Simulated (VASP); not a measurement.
Input of a VASP 6.6.1 run:

The input POSCAR:

```
TiAl3
1.0
    2.8206181908      0.0000000000      0.0000000000
    0.0000000000      4.6498451741      0.0000000000
    0.0000000000      0.0000000000      4.8678501230
Ti Al
1 3
Direct
    0.0000000000      0.5000000000      0.1659160000
    0.0000000000      0.0000000000      0.8359000000
    0.5000000000      0.0000000000      0.3309120000
    0.5000000000      0.5000000000      0.6672710000
```

The input INCAR.step1:

```
  PREC = Accurate
  ENCUT = 520
  ISMEAR = -1
  SIGMA = 0.05
  LREAL = False
  LASPH = True
  NELM = 60
  NBANDS = 18
  GGA = PE
  ALGO = Normal
  EDIFF = 1E-4
  LWAVE = True
  LCHARG = False
```

File INCAR.step2:

```
  PREC = Accurate
  ENCUT = 520
  EDIFF = 1E-7
  ISMEAR = -1
  SIGMA = 0.05
  LREAL = False
  LASPH = True
  NELM = 60
  ALGO = Normal
  ISIF = 2
  LWAVE = False
  LCHARG = True
  METAGGA = R2SCAN
  LMIXTAU = True
  LELF = True
  LVHAR = True
  NBANDS = 18
  ISTART = 1
```

Contents of KPOINTS:

```
regular mesh
0
Gamma
  9 6 6
```

Potentials or basis: VASP PAW PBE potentials, release 64 (Ti_sv, Al).

The run is started by

```sh
$ cat potpaw_PBE.64/Ti_sv/POTCAR potpaw_PBE.64/Al/POTCAR > POTCAR
$ cp INCAR.step1 INCAR
$ mpirun -np 1 vasp_std > vasp.out
$ cp INCAR.step2 INCAR
$ mpirun -np 1 vasp_std > vasp.out
```

Task: Predict the largest force.

Result: 0.063 eV/Å.

Task: Estimate the pressure.

Result: -0.1 GPa.

Stress tensor (GPa, compression positive):
```
-2.55  0.00  0.00
 0.00  1.00  0.00
 0.00  0.00  1.22
```

Caveat: the PAW data sets were made with another functional, which shifts forces and pressure a little.
